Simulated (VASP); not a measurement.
# LiH in VASP: further runs

Runs on LiH. Level: PBE. Tasks: G0W0 quasiparticle levels.

All numbers are computed with VASP 6.6.1; they aren't measurements. Logs are shortened: lines on timing, memory, paths and dates and some standing lists are left out, and cuts for length are marked.

**1. The cell of the first run**

It takes space group Fm-3m (No. 225, cubic). Conventional cell: a = 3.886 Å, b = 3.886 Å, c = 3.886 Å, α = 90.00°, β = 90.00°, γ = 90.00°. Li (site symmetry m-3m) has 6 H at 1.94 Å within 2.6 Å. H (site symmetry m-3m) has 6 Li at 1.94 Å within 2.6 Å.

**2. G0W0 quasiparticle levels, PBE**

Contents of POSCAR:

```
LiH
1.0
    0.0000000000      1.9429049959      1.9429049959
    1.9429049959      0.0000000000      1.9429049959
    1.9429049959      1.9429049959      0.0000000000
Li H
1 1
Direct
    0.0000000000      0.0000000000      0.0000000000
    0.5000000000      0.5000000000      0.5000000000
```

Contents of INCAR.step1:

```
SYSTEM = LiH
PREC = Accurate ; ENCUT = 500
EDIFF = 1E-8 ; ISMEAR = 0
SIGMA = 0.01 ; LREAL = .False.
LASPH = .True. ; NELM = 100
ALGO = Normal ; LWAVE = .True.
LCHARG = .False. ; GGA = PE
```

Contents of INCAR.step2:

```
SYSTEM = LiH
PREC = Accurate ; ENCUT = 500
EDIFF = 1E-8 ; ISMEAR = 0
SIGMA = 0.01 ; LREAL = .False.
LASPH = .True. ; NELM = 1
ALGO = Exact ; LWAVE = .True.
LCHARG = .False. ; GGA = PE
NBANDS = 62 ; LOPTICS = .True.
ISTART = 1
```

Contents of INCAR.step3:

```
SYSTEM = LiH
PREC = Accurate ; ENCUT = 500
EDIFF = 1E-8 ; ISMEAR = 0
SIGMA = 0.01 ; LREAL = .False.
LASPH = .True. ; ALGO = EVGW0
LWAVE = .False. ; LCHARG = .False.
GGA = PE ; NELMGW = 1
NBANDS = 62 ; ENCUTGW = 150.0
NOMEGA = 96 ; PRECFOCK = Fast
ISTART = 1 ; NBANDSGW = 9
OMEGAMAX = 20
```

Contents of KPOINTS:

```
regular mesh
0
Gamma
  6 6 6
  0 0 0
```

Potentials or basis: VASP PAW PBE potentials, release 64 (Li_GW, H_GW).

Started as:

```bash
> cat potpaw_PBE.64/Li_GW/POTCAR potpaw_PBE.64/H_GW/POTCAR > POTCAR
> cp INCAR.step1 INCAR
> mpirun -np 1 vasp_std > vasp.out
> cp INCAR.step2 INCAR
> mpirun -np 1 vasp_std > vasp.out
> cp INCAR.step3 INCAR
> mpirun -np 1 vasp_std > vasp.out
```

OUTCAR:

```text
SYSTEM = LiH
   PREC = Accurate
   ENCUT = 500
   EDIFF = 1E-8
   ISMEAR = 0
   LREAL = .False.
   LASPH = .True.
   GGA = PE
   NELMGW = 1
   ENCUTGW = 150.0
   PRECFOCK = Fast
   ISTART = 1

 ion  position               nearest neighbor table
   1  0.000  0.000  0.000-   2 1.94   2 1.94   2 1.94   2 1.94   2 1.94   2 1.94
   2  0.500  0.500  0.500-   1 1.94   1 1.94   1 1.94   1 1.94   1 1.94   1 1.94

  LATTYP: Found a face centered cubic cell.
 ALAT       =     3.8858099918

  Lattice vectors:

 A1 = (   0.0000000000,   1.9429049959,   1.9429049959)
 A2 = (   1.9429049959,   0.0000000000,   1.9429049959)
 A3 = (   1.9429049959,   1.9429049959,   0.0000000000)

Analysis of symmetry for initial positions (statically):
=====================================================================
 Subroutine PRICEL returns:
 Original cell was already a primitive cell.

 Routine SETGRP: Setting up the symmetry group for a
 face centered cubic supercell.

 Subroutine GETGRP returns: Found 48 space group operations
 (whereof 48 operations were pure point group operations)
 out of a pool of 48 trial point group operations.

The static configuration has the point symmetry O_h .

Analysis of symmetry for dynamics (positions and initial velocities):
=====================================================================
 Subroutine PRICEL returns:
 Original cell was already a primitive cell.

 Routine SETGRP: Setting up the symmetry group for a
 face centered cubic supercell.

 Subroutine GETGRP returns: Found 48 space group operations
 (whereof 48 operations were pure point group operations)
 out of a pool of 48 trial point group operations.

The dynamic configuration has the point symmetry O_h .

 Subroutine INISYM returns: Found 48 space group operations
 (whereof 48 operations are pure point group operations),
 and found     1 'primitive' translations

----------------------------------------------------------------------------------------

                                     Primitive cell

  volume of cell :      14.6685

  direct lattice vectors                    reciprocal lattice vectors
     0.000000000  1.942904996  1.942904996    -0.257346603  0.257346603  0.257346603
     1.942904996  0.000000000  1.942904996     0.257346603 -0.257346603  0.257346603
     1.942904996  1.942904996  0.000000000     0.257346603  0.257346603 -0.257346603

  length of vectors
     2.747682596  2.747682596  2.747682596     0.445737391  0.445737391  0.445737391

  position of ions in fractional coordinates (direct lattice)
     0.000000000  0.000000000  0.000000000
     0.500000000  0.500000000  0.500000000

  ion indices of the primitive-cell ions
   primitive index   ion index
                 1           1
                 2           2

----------------------------------------------------------------------------------------

 KPOINTS: regular mesh

Automatic generation of k-mesh.
 Grid dimensions read from file:
 generate k-points for:    6    6    6

 Generating k-lattice:

  Cartesian coordinates                     Fractional coordinates (reciprocal lattice)
    -0.042891100  0.042891100  0.042891100     0.166666667  0.000000000  0.000000000
     0.042891100 -0.042891100  0.042891100     0.000000000  0.166666667  0.000000000
     0.042891100  0.042891100 -0.042891100     0.000000000  0.000000000  0.166666667

  Length of vectors
     0.074289565  0.074289565  0.074289565

  Shift w.r.t. Gamma in fractional coordinates (k-lattice)
     0.000000000  0.000000000  0.000000000

 Subroutine IBZKPT returns following result:
 ===========================================

 Found     16 irreducible k-points:

 Following reciprocal coordinates:
            Coordinates               Weight
  0.000000  0.000000  0.000000      1.000000
  0.166667  0.000000  0.000000      8.000000
  0.333333  0.000000  0.000000      8.000000
  0.500000  0.000000  0.000000      4.000000
  0.166667  0.166667  0.000000      6.000000
  0.333333  0.166667  0.000000     24.000000
[... 8 lines left out ...]
 -0.333333  0.333333  0.166667     24.000000
 -0.333333  0.500000  0.166667     12.000000
   k-points           NKPTS =     16   k-points in BZ     NKDIM =    216   number of bands    NBANDS=     62
   number of dos      NEDOS =    301   number of ions     NIONS =      2
   total plane-waves  NPLWV =   8000
   dimension x,y,z NGX =    20 NGY =   20 NGZ =   20
   dimension x,y,z NGXF=    40 NGYF=   40 NGZF=   40
   ions per type =               1   1
   NGX,Y,Z   is equivalent  to a cutoff of  12.10, 12.10, 12.10 a.u.
   NGXF,Y,Z  is equivalent  to a cutoff of  24.20, 24.20, 24.20 a.u.
 SYSTEM =  LiH
   PREC   = accura    normal or accurate (medium, high low for compatibility)
   ISTART =      1    job   : 0-new  1-cont  2-samecut
   ICHARG =      0    charge: 1-file 2-atom 10-const
   ISPIN  =      1    spin polarized calculation?
   LNONCOLLINEAR =      F non collinear calculations
   LSORBIT =      F    spin-orbit coupling
   LASPH  =      T    aspherical Exc in radial PAW
   ENCUT  =  500.0 eV  36.75 Ry    6.06 a.u.   5.01  5.01  5.01*2*pi/ulx,y,z
   NELM   =     60;   NELMIN=  2; NELMDL=  0     # of ELM steps
   EDIFF  = 0.1E-07   stopping-criterion for ELM
   LREAL  =      F    real-space projection
   EDIFFG = 0.1E-06   stopping-criterion for IOM
   NSW    =      0    number of steps for IOM
   IBRION =     -1    ionic relax: 0-MD 1-quasi-New 2-CG
   NFREE  =      0    steps in history (QN), initial steepest desc. (CG)
   ISIF   =      0    stress and relaxation
   ISYM   =      3    0-nonsym 1-usesym 2-fastsym
   POTIM  = 0.5000    time-step for ionic-motion
   TEBEG  =    0.0;   TEEND  =   0.0 temperature during run
   PSTRESS=    0.0 pullay stress
   NELECT =       2.0000    total number of electrons
   NUPDOWN=      -1.0000    fix difference up-down
   EMIN   =  10.00;   EMAX   =-10.00  energy-range for DOS
   EFERMI =   0.00;   METHOD = LEGACY
   ISMEAR =     0;   SIGMA  =   0.01  broadening in eV -4-tet -1-fermi 0-gaus
   EFERMI_NEDOS =   21; number of points for ismear=-14 and -15
   IALGO  =     38    algorithm
   IMIX   =      4    mixing-type and parameters
     AMIX     =   0.40;   BMIX     =  1.00
     AMIX_MAG =   1.60;   BMIX_MAG =  1.00
  volume/ion in A,a.u.               =       7.33        49.49
  Fermi-wavevector in a.u.,A,eV,Ry     =   0.842604  1.592290  9.659874  0.709981
  Thomas-Fermi vector in A             =   1.957337
   LORBIT       =      0    0 simple, 1 ext, 2 COOP (PROOUT), +10 PAW based schemes
   GGA     = PE    functional components
   LHFCALC =     T    Hartree Fock is set to
   PRECFOCK=fast      Normal, Fast or Accurate (Low or Medium for compatibility)
   ENCUT4O =  -1.0   cutoff for four orbital integrals eV
   NKREDX  =     1    reduce k-point grid by
   NKREDY  =     1    reduce k-point grid by
   NKREDZ  =     1    reduce k-point grid by
   AEXX    =    1.0000 exact exchange contribution
   HFSCREEN=    0.0000 screening length (either q_TF or 0.3 A-1)
   HFSCREENC=   0.0000 screening length for correlation (either q_TF or 0.3 A-1)
   ENCUTFOCK=  -1.0 apply spherical cutoff to Coloumb kernel
   IVDW    =     0    specifies the selected vdW correction
   LEPSILON=     F    determine dielectric tensor
   LRPA    =     F    only Hartree local field effects (RPA)
   LRPAFORCE           =     F    calculate RPA forces
   ENCUTGW             = 150.0    cutoff for response function in eV
   ENCUTGWSOFT         = 120.0    soft cutoff for Coulomb kernel in GW response function in eV
   ENCUTLF             =  -1.0    cutoff for local field effects
   NELMGW              =     1    number of iterations in solving QP/BSE equation
   NELMHF              =     1    number of iterations in the inner HF iteration
   NKREDLFX            =     1    NKREDLFY  =   1   NKREDLFZ  =   1
 non-spin polarized calculation
 Gauss-broadening in eV      SIGMA  =   0.01
  energy-cutoff  :      500.00
  volume of cell :       14.67
 maximum number of plane-waves:       388
  NGX = 12; NGY = 12; NGZ = 12
   NGX =  9   NGY =  9   NGZ =  9
 maximum number of plane-waves:        70

 QP shifts <psi_nk| G(iteration)W_0 |psi_nk>: iteration 1
 for sc-GW calculations column KS-energies equals QP-energies in previous step
 and V_xc(KS)=  KS-energies - (<T + V_ion + V_H > + <T+V_H+V_ion>^1  + <V_x>^1)

 k-point   1 :       0.0000    0.0000    0.0000
  band No.  KS-energies  QP-energies   sigma(KS)   V_xc(KS)     V^pw_x(r,r')   Z            occupation Imag(sigma)

      1      -8.2886      -9.7911     -11.8091      -9.5744     -15.5779       0.6723       2.0000       0.1991
      2      14.8812      15.4456     -10.7250     -11.5446      -4.1800       0.6887       0.0000      -1.0432
      3      16.4170      17.4375      -6.8153      -8.1933      -1.4349       0.7405       0.0000      -0.5746
      4      16.4170      17.4375      -6.8153      -8.1933      -1.4349       0.7405       0.0000      -0.5746
      5      16.4170      17.4375      -6.8153      -8.1933      -1.4349       0.7405       0.0000      -0.5746
      6      21.3142      21.7796      -7.0645      -7.5095      -1.1539       1.0458       0.0000      -2.3558
      7      21.3142      21.7796      -7.0645      -7.5095      -1.1539       1.0458       0.0000      -2.3558
      8      21.3142      21.7796      -7.0645      -7.5095      -1.1539       1.0458       0.0000      -2.3558
      9      23.0576      23.6901      -6.2420      -7.0185      -0.8674       0.8144       0.0000      -1.9247

 k-point   2 :       0.1667    0.0000    0.0000
  band No.  KS-energies  QP-energies   sigma(KS)   V_xc(KS)     V^pw_x(r,r')   Z            occupation Imag(sigma)

      1      -7.7847      -9.2733     -11.8235      -9.6310     -15.3447       0.6789       2.0000       0.1565
      2      10.7656      11.4135      -8.0436      -8.9040      -2.8202       0.7530       0.0000      -0.4006
      3      14.6048      15.2245      -9.1802     -10.0290      -3.0685       0.7301       0.0000      -0.9415
      4      15.5155      16.4102      -6.8268      -8.0187      -1.4296       0.7507       0.0000      -0.6201
      5      15.5155      16.4102      -6.8268      -8.0187      -1.4296       0.7507       0.0000      -0.6201
      6      21.3097      22.0139      -6.6281      -7.5099      -0.9764       0.7985       0.0000      -1.6402
      7      22.7009      23.7459      -6.7700      -7.9048      -1.1763       0.9209       0.0000      -2.0459
      8      22.7009      23.7459      -6.7700      -7.9048      -1.1763       0.9209       0.0000      -2.0459
      9      24.4664      25.6894      -6.9664      -8.3117      -1.5375       0.9091       0.0000      -2.3163

 k-point   3 :       0.3333    0.0000    0.0000
  band No.  KS-energies  QP-energies   sigma(KS)   V_xc(KS)     V^pw_x(r,r')   Z            occupation Imag(sigma)

      1      -6.4260      -7.8640     -11.9042      -9.8634     -14.8171       0.7046       2.0000       0.1035
      2       5.2084       5.8018      -7.3761      -8.1621      -3.1240       0.7550       0.0000      -0.0996
      3      12.7746      13.3318      -9.3020     -10.0898      -3.3712       0.7073       0.0000      -0.7137
      4      14.8454      15.6563      -6.7198      -7.8126      -1.2870       0.7421       0.0000      -0.6346
      5      14.8454      15.6563      -6.7198      -7.8126      -1.2870       0.7421       0.0000      -0.6346
      6      19.2075      19.9362      -7.5717      -8.4521      -1.8411       0.8276       0.0000      -1.6172
      7      19.2075      19.9362      -7.5717      -8.4521      -1.8411       0.8276       0.0000      -1.6172
      8      24.1001      24.9673      -6.5206      -7.5129      -0.8530       0.8740       0.0000      -1.8761
      9      29.5142      31.0078      -6.3557      -7.9619      -1.0657       0.9299       0.0000      -2.3765
[... 147 lines left out ...]
      1      -3.7075      -5.0391     -12.5188     -10.7319     -14.4150       0.7451       2.0000       0.0512
      2       2.8260       3.4505      -6.8867      -7.6897      -3.0348       0.7777       0.0000      -0.0744
      3       4.8531       5.5063      -7.5085      -8.3686      -3.3263       0.7594       0.0000      -0.0980
      4      10.7692      11.3598      -7.1640      -7.9575      -2.0675       0.7444       0.0000      -0.3623
      5      15.4642      16.2783      -7.4718      -8.5912      -1.7468       0.7273       0.0000      -0.7466
      6      22.8050      23.6241      -6.8944      -7.8517      -1.2687       0.8556       0.0000      -2.0604
      7      24.6437      25.5878      -6.7158      -7.8178      -1.0544       0.8567       0.0000      -2.0889
      8      26.7403      28.3326      -6.6743      -8.3962      -1.2203       0.9247       0.0000      -2.1386
      9      30.0924      32.1562      -7.0671      -9.2750      -1.6618       0.9347       0.0000      -2.6163

 k-point  16 :      -0.3333    0.5000    0.1667
  band No.  KS-energies  QP-energies   sigma(KS)   V_xc(KS)     V^pw_x(r,r')   Z            occupation Imag(sigma)

      1      -2.6792      -4.0184     -13.1672     -11.3976     -14.8144       0.7568       2.0000       0.0442
      2       1.5226       2.1558      -6.8478      -7.6520      -3.2468       0.7874       0.0000      -0.0664
      3       4.7423       5.4293      -6.7957      -7.6946      -2.5973       0.7643       0.0000      -0.0922
      4       9.7739      10.4076      -7.1376      -7.9941      -2.2395       0.7399       0.0000      -0.2547
      5      16.2061      16.9667      -7.6611      -8.6936      -1.8047       0.7366       0.0000      -0.8112
      6      18.3870      18.8345      -6.9669      -7.5422      -1.2291       0.7779       0.0000      -1.5318
      7      28.1251      29.4872      -6.1563      -7.5972      -0.8545       0.9453       0.0000      -2.2864
      8      28.5672      30.3257      -6.8498      -8.8183      -1.4624       0.8933       0.0000      -2.4057
      9      35.4340      37.9668      -6.1073      -9.2549      -1.1603       0.8047       0.0000      -2.2000
```

It took 87 s on 1 thread of AMD EPYC 9R45 (Zen 5), shared host; peak memory 0.23 GiB.

Results:

```yaml
Quasiparticle_gap: 4.84 eV
Least_direct_quasiparticle_gap: 4.84 eV
Band_gap_of_the_starting_levels_on_the_mesh: 2.91 eV
Least_direct_gap_of_the_starting_levels_on_the_mesh: 2.91 eV
```

Caveat: the k points lie up to 0.47 Å⁻¹ apart; bands, screening cutoff and mesh are small and nothing is extrapolated, so the quasiparticle values aren't converged.

[end of part 1 of 2]
